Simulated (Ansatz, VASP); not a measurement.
# Ti: VASP beside Ansatz

INCAR

```
SYSTEM = Ti
  ALGO = Normal
  EDIFF = 1E-6
  ENCUT = 520
  ISIF = 2
  ISMEAR = 0
  LASPH = .True.
  LCHARG = .False.
  LREAL = .False.
  LWAVE = .False.
  NBANDS = 12
  NELM = 80
  PREC = Accurate
  SIGMA = 0.1
```

Contents of KPOINTS:

```
k-points
0
Gamma
  8 8 8
  0 0 0
```

The input POSCAR:

```
Ti
1.0
   -1.5552112696      1.5552112696      1.5552112696
    1.5552112696     -1.5552112696      1.5552112696
    1.5552112696      1.5552112696     -1.5552112696
Ti
1
Direct
    0.0000000000      0.0000000000      0.0000000000
```

Input for Ansatz:

```yaml
crystal:
  lattice:
    - [-1.5552112695807085, 1.5552112695807088, 1.5552112695807088]
    - [1.5552112695807085, -1.5552112695807088, 1.5552112695807083]
    - [1.5552112695807085, 1.5552112695807085, -1.5552112695807088]
  atoms:
    - { symbol: Ti, position: [-1.0394010709385914e-34, -7.0815455420817096e-34, -1.0611734755060597e-33] }
basis:
  ecutwfc: 470.0
kpoints:
  mp_grid:
    grid: [8, 8, 8]
hamiltonian:
  xc: lda
scf:
  occupations:
    method: gaussian
output:
  forces: true
  stress: true
```

Alike in both runs: task single point; functional LDA; k mesh 8 × 8 × 8; no spin polarisation.

|  | VASP | Ansatz |
| --- | --- | --- |
| version | VASP 6.6.1 | Ansatz 0.2.0 |
| potentials or method | VASP PAW LDA potentials, release 64 (Ti_sv), cutoff 520 eV | plane waves, PAW |
| occupations | gaussian, width 0.1 eV | gaussian |
| valence electrons in the cell | 12 | 12 |

```tsv
	VASP	Ansatz	Ansatz less VASP
pressure (GPa)	7.2	7.4	+0.20
```

LDA's correlation is that of Perdew and Zunger in VASP and of Perdew and Wang (1992) in Ansatz.
